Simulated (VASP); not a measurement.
Here is a VASP 6.6.1 calculation.

The input INCAR:

```
SYSTEM = Pt3Cl
PREC = Accurate ; ENCUT = 600
EDIFF = 1E-7 ; ISMEAR = 0
SIGMA = 0.1 ; LREAL = .FALSE.
LASPH = .TRUE. ; NELM = 100
ALGO = Normal ; ISIF = 3
LWAVE = .FALSE. ; LCHARG = .FALSE.
GGA = PE ; IBRION = 2
NSW = 90 ; EDIFFG = -0.04
```

File KPOINTS:

```
Automatic mesh
0
G
  3 3 6
  0 0 0
```

Contents of POSCAR:

```
Pt3Cl
1.0
    6.7224172230      0.0000000000      0.0000000000
   -3.3612086115      5.8217840899      0.0000000000
    0.0000000000      0.0000000000      3.5841707329
Pt Cl
6 2
Direct
    0.8314011610      0.6628023221      0.2500000000
    0.1685988390      0.8314011610      0.7500000000
    0.3371976779      0.1685988390      0.2500000000
    0.1685988390      0.3371976779      0.7500000000
    0.8314011610      0.1685988390      0.2500000000
    0.6628023221      0.8314011610      0.7500000000
    0.3333333333      0.6666666667      0.2500000000
    0.6666666667      0.3333333333      0.7500000000
```

Potentials or basis: VASP PAW PBE potentials, release 64 (Pt, Cl).

Launch:

```sh
$ cat potpaw_PBE.64/Pt/POTCAR potpaw_PBE.64/Cl/POTCAR > POTCAR
$ mpirun -np 1 vasp_std > vasp.out
```

Q: Predict the band gap on the k mesh.

A: Zero (bands 37 and 38 overlap by 0.83 eV).

Q: Predict the relaxed volume.

A: 17.55 Å³/atom.

Q: Predict the space group after relaxing (to 0.1 Å).

A: P6_3/mmc (No. 194).

Step by step:
```csv
step,energy change (eV),largest force (eV/Å),pressure (GPa),volume (Å³)
1,0.0000,0.1679,0.10,140.27
2,-0.0130,0.1091,-0.12,140.49
3,-0.0202,0.0218,-0.40,140.80
4,-0.0186,0.0534,0.82,139.69
5,-0.0208,0.0029,0.00,140.42
```

Caveat: spin-orbit coupling is left out, which moves the levels of the heavy elements.
